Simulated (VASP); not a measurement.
# In (I4/mmm) in VASP: further runs, part 2 of 2

VASP 6.6.1. The steps go on from the part before.

## 4. Single point, PBE (strain -0.015 along x and y, -0.015 along z)

File INCAR:

```
PREC     = Accurate       # precision mode
ENCUT    = 520            # plane-wave cutoff, eV
EDIFF    = 1E-6           # SCF threshold, eV
ISMEAR   = 0              # smearing method
SIGMA    = 0.15           # smearing width, eV
LREAL    = F              # projectors in reciprocal space
LASPH    = T              # aspherical terms in the spheres
NELM     = 60             # most SCF steps
ALGO     = Fast           # electronic algorithm
ISIF     = 2              # what is computed and relaxed
LWAVE    = F              # write WAVECAR
LCHARG   = F              # write CHGCAR
GGA      = PE             # functional
NBANDS   = 12             # bands
```

File KPOINTS:

```
regular mesh
0
Gamma
  20 20 20
```

File POSCAR:

```
In
1.0
   -1.6017577500      1.6017577500      2.4368407500
    1.6017577500     -1.6017577500      2.4368407500
    1.6017577500      1.6017577500     -2.4368407500
In
1
Direct
    0.0000000000      0.0000000000      0.0000000000
```

Potentials or basis: VASP PAW PBE potentials, release 64 (In_d).

Run with:

```bash
cat potpaw_PBE.64/In_d/POTCAR > POTCAR
mpirun -np 1 vasp_std > vasp.out
```

OUTCAR:

```text
PREC = Accurate
   ENCUT = 520
   EDIFF = 1E-6
   ISMEAR = 0
   LREAL = F
   LASPH = T
   NELM = 60
   ISIF = 2
   GGA = PE

 ion  position               nearest neighbor table
   1  0.000  0.000  0.000-

  LATTYP: Found a body centered tetragonal cell.
 ALAT       =     3.2035155000
 C/A-ratio  =     1.5213541186

  Lattice vectors:

 A1 = (  -1.6017577500,   1.6017577500,   2.4368407500)
 A2 = (   1.6017577500,  -1.6017577500,   2.4368407500)
 A3 = (   1.6017577500,   1.6017577500,  -2.4368407500)

Analysis of symmetry for initial positions (statically):
=====================================================================
 Subroutine PRICEL returns:
 Original cell was already a primitive cell.

 Routine SETGRP: Setting up the symmetry group for a
 body centered tetragonal supercell.

 Subroutine GETGRP returns: Found 16 space group operations
 (whereof 16 operations were pure point group operations)
 out of a pool of 16 trial point group operations.

The static configuration has the point symmetry D_4h.

Analysis of symmetry for dynamics (positions and initial velocities):
=====================================================================
 Subroutine PRICEL returns:
 Original cell was already a primitive cell.

 Routine SETGRP: Setting up the symmetry group for a
 body centered tetragonal supercell.

 Subroutine GETGRP returns: Found 16 space group operations
 (whereof 16 operations were pure point group operations)
 out of a pool of 16 trial point group operations.

The dynamic configuration has the point symmetry D_4h.

 Subroutine INISYM returns: Found 16 space group operations
 (whereof 16 operations are pure point group operations),
 and found     1 'primitive' translations

----------------------------------------------------------------------------------------

                                     Primitive cell

  volume of cell :      25.0081

  direct lattice vectors                    reciprocal lattice vectors
    -1.601757750  1.601757750  2.436840750     0.000000000  0.312157066  0.205183699
     1.601757750 -1.601757750  2.436840750     0.312157066  0.000000000  0.205183699
     1.601757750  1.601757750 -2.436840750     0.312157066  0.312157066  0.000000000

  length of vectors
     3.327078090  3.327078090  3.327078090     0.373553724  0.373553724  0.441456757

  position of ions in fractional coordinates (direct lattice)
     0.000000000  0.000000000  0.000000000

  ion indices of the primitive-cell ions
   primitive index   ion index
                 1           1

----------------------------------------------------------------------------------------

 KPOINTS: regular mesh

Automatic generation of k-mesh.
 Grid dimensions read from file:
 generate k-points for:   20   20   20

 Generating k-lattice:

  Cartesian coordinates                     Fractional coordinates (reciprocal lattice)
     0.000000000  0.015607853  0.010259185     0.050000000  0.000000000 -0.000000000
     0.015607853  0.000000000  0.010259185     0.000000000  0.050000000 -0.000000000
     0.015607853  0.015607853  0.000000000     0.000000000  0.000000000  0.050000000

  Length of vectors
     0.018677686  0.018677686  0.022072838

  Shift w.r.t. Gamma in fractional coordinates (k-lattice)
     0.000000000  0.000000000  0.000000000

 Subroutine IBZKPT returns following result:
 ===========================================

 Found    641 irreducible k-points:

 Following reciprocal coordinates:
            Coordinates               Weight
  0.000000  0.000000  0.000000      1.000000
  0.050000 -0.000000  0.000000      8.000000
  0.100000 -0.000000  0.000000      8.000000
  0.150000  0.000000  0.000000      8.000000
  0.200000 -0.000000  0.000000      8.000000
  0.250000 -0.000000  0.000000      8.000000
[... 16 lines left out ...]
 -0.400000  0.050000 -0.000000     16.000000
 -0.350000  0.050000  0.000000     16.000000
 [... further k-points ...]
   k-points           NKPTS =    641   k-points in BZ     NKDIM =    641   number of bands    NBANDS=     12
   number of dos      NEDOS =    301   number of ions     NIONS =      1
   total plane-waves  NPLWV =  21952
   dimension x,y,z NGX =    28 NGY =   28 NGZ =   28
   dimension x,y,z NGXF=    56 NGYF=   56 NGZF=   56
   ions per type =               1
   NGX,Y,Z   is equivalent  to a cutoff of  13.99, 13.99, 13.99 a.u.
   NGXF,Y,Z  is equivalent  to a cutoff of  27.98, 27.98, 27.98 a.u.
 SYSTEM =  unknown system
   PREC   = accura    normal or accurate (medium, high low for compatibility)
   ISTART =      0    job   : 0-new  1-cont  2-samecut
   ICHARG =      2    charge: 1-file 2-atom 10-const
   ISPIN  =      1    spin polarized calculation?
   LNONCOLLINEAR =      F non collinear calculations
   LSORBIT =      F    spin-orbit coupling
   LASPH  =      T    aspherical Exc in radial PAW
   ENCUT  =  520.0 eV  38.22 Ry    6.18 a.u.   6.19  6.19  6.19*2*pi/ulx,y,z
   NELM   =     60;   NELMIN=  2; NELMDL= -5     # of ELM steps
   EDIFF  = 0.1E-05   stopping-criterion for ELM
   LREAL  =      F    real-space projection
   EDIFFG = 0.1E-04   stopping-criterion for IOM
   NSW    =      0    number of steps for IOM
   IBRION =     -1    ionic relax: 0-MD 1-quasi-New 2-CG
   NFREE  =      0    steps in history (QN), initial steepest desc. (CG)
   ISIF   =      2    stress and relaxation
   ISYM   =      2    0-nonsym 1-usesym 2-fastsym
   POTIM  = 0.5000    time-step for ionic-motion
   TEBEG  =    0.0;   TEEND  =   0.0 temperature during run
   PSTRESS=    0.0 pullay stress
   NELECT =      13.0000    total number of electrons
   NUPDOWN=      -1.0000    fix difference up-down
   EMIN   =  10.00;   EMAX   =-10.00  energy-range for DOS
   EFERMI =   0.00;   METHOD = LEGACY
   ISMEAR =     0;   SIGMA  =   0.15  broadening in eV -4-tet -1-fermi 0-gaus
   EFERMI_NEDOS =   21; number of points for ismear=-14 and -15
   IALGO  =     68    algorithm
   IMIX   =      4    mixing-type and parameters
     AMIX     =   0.40;   BMIX     =  1.00
     AMIX_MAG =   1.60;   BMIX_MAG =  1.00
  volume/ion in A,a.u.               =      25.01       168.76
  Fermi-wavevector in a.u.,A,eV,Ry     =   1.316323  2.487489 23.574886  1.732705
  Thomas-Fermi vector in A             =   2.446443
   LORBIT       =      0    0 simple, 1 ext, 2 COOP (PROOUT), +10 PAW based schemes
   GGA     = PE    functional components
   LHFCALC =     F    Hartree Fock is set to
   AEXX    =    0.0000 exact exchange contribution
   IVDW    =     0    specifies the selected vdW correction
   LEPSILON=     F    determine dielectric tensor
   LRPA    =     F    only Hartree local field effects (RPA)
 non-spin polarized calculation
 RMM-DIIS sequential band-by-band and
 Gauss-broadening in eV      SIGMA  =   0.15
  energy-cutoff  :      520.00
  volume of cell :       25.01
 maximum number of plane-waves:       686
 NGX is ok and might be reduce to    28
   NGX = 13   NGY = 13   NGZ = 13

 number of electron      12.9999998 magnetization

 Free energy of the ion-electron system (eV)
  ---------------------------------------------------
  ext. energy  EPLUGINS =         0.00000000
  ---------------------------------------------------
  free energy    TOTEN  =        -2.53096140 eV

  energy without entropy =       -2.52537604  energy(sigma->0) =       -2.52816872

 E-fermi :   8.0702     XC(G=0): -10.4690

 val. band max:        8.0678029112   @ k =   0.3000   0.1000   0.0500
 cond. band min:       8.0865920838   @ k =  -0.3500   0.4500   0.1000
 fundamental gap:      0.0187891726
 Fermi energy:         8.0701694831

 k-point     1 :       0.0000    0.0000    0.0000
  band No.  band energies     occupation
      1      -6.7178      2.00000
      2      -6.6004      2.00000
      3      -6.6004      2.00000
      4      -6.5074      2.00000
      5      -6.3916      2.00000
      6      -1.8152      2.00000
      7      18.9997      0.00000
      8      18.9997      0.00000
      9      19.1919      0.00000
     10      19.7163      0.00000
     11      22.4039      0.00000
     12      22.5097      0.00000
[... 331 lines left out ...]
 k-point    24 :      -0.3500    0.0500    0.0000
  band No.  band energies     occupation
      1      -6.6931      2.00000
      2      -6.6497      2.00000
      3      -6.5608      2.00000
      4      -6.3700      2.00000
      5      -6.3229      2.00000
      6       0.8564      2.00000
      7       8.6540      0.00000
      8      15.9441      0.00000
      9      17.5577      0.00000
     10      19.3925      0.00000
     11      20.8300      0.00000
     12      22.1171      0.00000

 [... further k-points ...]
[... 5 lines left out ...]
  --------------------------------------------------------------------------------------
  -------------------------------------------------------------------------------------
  Total        0.6878559      0.6878559      0.6393649      0.0000000      0.0000000      0.0000000
  in kB       44.0683956     44.0683956     40.9617566      0.0000000      0.0000000      0.0000000
  external PRESSURE =      43.0328492 kB  Pullay stress =       0.0000000 kB

 VOLUME and BASIS-vectors are now :
 -----------------------------------------------------------------------------
  energy-cutoff  :      520.00
  volume of cell :       25.01
      direct lattice vectors                 reciprocal lattice vectors
    -1.601757750  1.601757750  2.436840750     0.000000000  0.312157066  0.205183699
     1.601757750 -1.601757750  2.436840750     0.312157066  0.000000000  0.205183699
     1.601757750  1.601757750 -2.436840750     0.312157066  0.312157066  0.000000000

 POSITION                                       TOTAL-FORCE (eV/Angst)
 -----------------------------------------------------------------------------------
      0.00000      0.00000      0.00000         0.000000      0.000000      0.000000
 -----------------------------------------------------------------------------------
    total drift:                               -0.000000     -0.000000     -0.000000

  FREE ENERGIE OF THE ION-ELECTRON SYSTEM (eV)
  ---------------------------------------------------
  free  energy   TOTEN  =        -2.5309613970 eV

  energy  without entropy=       -2.5253760383  energy(sigma->0) =       -2.52816872
```

Run time: 2.4 min. Hardware: 1 thread of Intel Xeon 6975P-C, shared host; peak memory 0.31 GiB.

What came out:

* Free energy: -2.5310 eV
* Pressure: 4.3 GPa

Stress tensor (GPa, compression positive):
```
4.41 0.00 0.00
0.00 4.41 0.00
0.00 0.00 4.10
```

Levels at points of the mesh, in eV from the Fermi level:
```tsv
k point	band 2	band 3	band 4	band 5	band 6	band 7	band 8	band 9	band 10	band 11
(0.00, 0.00, 0.00)	-14.67	-14.67	-14.58	-14.46	-9.89	10.93	10.93	11.12	11.65	14.33
(0.50, 0.00, 0.00)	-14.75	-14.65	-14.36	-14.32	-4.35	-3.60	7.79	9.48	11.20	11.74
(0.50, 0.50, 0.00)	-14.86	-14.36	-14.34	-14.25	-2.12	-1.56	3.60	4.02	7.24	7.48
(0.50, 0.50, 0.50)	-14.86	-14.35	-14.31	-14.31	-2.89	-2.86	4.83	4.83	8.36	8.45
```

Caveat: the cell differs from its parent crystal (strain -0.015 along x and y, -0.015 along z); spin-orbit coupling is left out, which moves the levels of the heavy elements.

## 5. Single point, PBE (strain +0.000 along x and y, -0.030 along z)

File INCAR:

```
SYSTEM = In
ALGO = Fast ; EDIFF = 1E-7
ENCUT = 520 ; GGA = PE
ISIF = 2 ; ISMEAR = 0
LASPH = .True. ; LCHARG = .True.
LELF = .True. ; LREAL = .False.
LVHAR = .True. ; LWAVE = .False.
NBANDS = 12 ; NELM = 60
PREC = Accurate ; SIGMA = 0.15
```

File KPOINTS:

```
k-points
0
Gamma
  20 20 20
  0 0 0
```

File POSCAR:

```
In
1.0
   -1.6261500000      1.6261500000      2.3997315000
    1.6261500000     -1.6261500000      2.3997315000
    1.6261500000      1.6261500000     -2.3997315000
In
1
Direct
    0.0000000000      0.0000000000      0.0000000000
```

Run with:

```bash
cat potpaw_PBE.64/In_d/POTCAR > POTCAR
mpirun -np 1 vasp_std > vasp.out
```

It took 3.7 min on 1 thread of Intel Xeon 6975P-C, shared host; peak memory 0.31 GiB.

The run converged. Its results:

* Free energy: -2.5408 eV
* Pressure: 3.5 GPa

Levels at points of the mesh, in eV from the Fermi level:
```csv
k point,band 4,band 5,band 6,band 7,band 8,band 9
"(0.00, 0.00, 0.00)",-14.53,-14.47,-9.78,10.80,10.80,10.92
"(0.50, 0.00, 0.00)",-14.35,-14.32,-4.35,-3.53,8.11,9.05
"(0.50, 0.50, 0.00)",-14.31,-14.26,-2.18,-1.78,3.78,4.02
"(0.50, 0.50, 0.50)",-14.30,-14.30,-2.62,-2.55,4.49,4.49
```

Caveat: the cell differs from its parent crystal (strain +0.000 along x and y, -0.030 along z); spin-orbit coupling is left out, which moves the levels of the heavy elements.

## 6. Single point, PBE (strain +0.030 along x and y, -0.015 along z)

File INCAR:

```
SYSTEM = In
  PREC = Accurate
  ENCUT = 520
  EDIFF = 1E-6
  ISMEAR = 0
  SIGMA = 0.15
  LREAL = .False.
  LASPH = .True.
  NELM = 80
  ALGO = Fast
  ISIF = 2
  LWAVE = .False.
  LCHARG = .True.
  GGA = PE
  LELF = .True.
  LVHAR = .True.
  NBANDS = 12
```

File KPOINTS:

```
Automatic mesh
0
Gamma
  20 20 20
  0 0 0
```

File POSCAR:

```
In
1.0
   -1.6749345000      1.6749345000      2.4368407500
    1.6749345000     -1.6749345000      2.4368407500
    1.6749345000      1.6749345000     -2.4368407500
In
1
Direct
    0.0000000000      0.0000000000      0.0000000000
```

Potentials or basis: VASP PAW PBE potentials, release 64 (In_d).

Run with:

```bash
cat potpaw_PBE.64/In_d/POTCAR > POTCAR
mpirun -np 1 vasp_std > vasp.out
```

Wall time 2.6 min (1 thread of AMD EPYC 9R45 (Zen 5), shared host); peak memory 0.28 GiB.

The run converged. Its results:

```yaml
Free_energy: -2.5624 eV
Pressure: 0.2 GPa
```

Stress tensor (GPa, compression positive):
```
0.12 0.00 0.00
0.00 0.12 0.00
0.00 0.00 0.25
```

Levels at points of the mesh, in eV from the Fermi level:
```csv
k point,band 3,band 4,band 5,band 6,band 7,band 8,band 9,band 10
"(0.00, 0.00, 0.00)",-14.59,-14.47,-14.43,-9.25,10.15,10.15,10.22,11.42
"(0.50, 0.00, 0.00)",-14.58,-14.32,-14.30,-4.30,-3.20,7.81,8.37,10.79
"(0.50, 0.50, 0.00)",-14.32,-14.29,-14.26,-2.03,-1.99,3.73,3.89,6.99
"(0.50, 0.50, 0.50)",-14.32,-14.28,-14.28,-2.50,-2.26,4.19,4.19,7.44
```

Caveat: the cell differs from its parent crystal (strain +0.030 along x and y, -0.015 along z); spin-orbit coupling is left out, which moves the levels of the heavy elements.

## 7. Overview

```tsv
cell	further INCAR settings	gap on the mesh (eV)	pressure (GPa)
a = 3.276 Å, angles 122.4, 122.4, 85.8°, 1 atom	ALGO = Fast; EDIFF = 1e-07; NBANDS = 12	none	7.2
a = 3.300 Å, angles 121.9, 121.9, 86.7°, 1 atom	ALGO = Fast; EDIFF = 1e-06; NBANDS = 12	none	5.2
a = 3.327 Å, angles 122.4, 122.4, 85.8°, 1 atom	ALGO = Fast; EDIFF = 1e-06; NBANDS = 12	none	4.3
a = 3.324 Å, angles 121.4, 121.4, 87.6°, 1 atom	ALGO = Fast; EDIFF = 1e-07; NBANDS = 12	none	3.5
a = 3.398 Å, angles 120.9, 120.9, 88.4°, 1 atom	ALGO = Fast; EDIFF = 1e-06; NBANDS = 12	none	0.2
```

Alike in all rows: task single point; level PBE; potentials or basis VASP PAW PBE potentials, release 64 (In_d); no spin polarisation; k mesh 20 × 20 × 20; cutoff (eV) 520; smearing gaussian 0.15 eV.

Caveats: spin-orbit coupling is left out, which moves the levels of the heavy elements.

Absolute energies hang on the potentials; compare differences alone.
